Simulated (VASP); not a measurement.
Set up this calculation in VASP 6.6.1, as the native input.

```
Task                   : single point
Functional             : LDA
Potentials or basis    : VASP PAW LDA potentials, release 64 (Ag)
Cutoff                 : 520 eV
k mesh                 : 18 × 18 × 18
Occupations            : gaussian, width 0.1 eV
Spin                   : no spin polarisation
Dipole correction      : no
Further INCAR settings : ALGO = Fast; EDIFF = 1e-06; NBANDS = 12
```

The structure of Ag lies in POSCAR:

```
Ag
1.0
    0.0000000000      2.0009107569      2.0009107569
    2.0009107569      0.0000000000      2.0009107569
    2.0009107569      2.0009107569      0.0000000000
Ag
1
Direct
    0.0000000000      0.0000000000      0.0000000000
```

One way to write it, as run:

INCAR

```
PREC = Accurate ; ENCUT = 520
EDIFF = 1E-6 ; ISMEAR = 0
SIGMA = 0.1 ; LREAL = F
LASPH = T ; NELM = 60
ALGO = Fast ; ISIF = 2
LWAVE = F ; LCHARG = F
NBANDS = 12
```

KPOINTS

```
regular mesh
0
Gamma
  18 18 18
```

Potentials or basis: VASP PAW LDA potentials, release 64 (Ag).

Run with:

```console
$ cat potpaw_LDA.64/Ag/POTCAR > POTCAR
$ mpirun -np 1 vasp_std > vasp.out
```

Results of the run:

The pressure is 0.1 GPa.

Run time: 17 s on 1 thread of Intel(R) Xeon(R) 6975P-C (Granite Rapids), with other jobs on the host, peak memory 0.15 GiB.
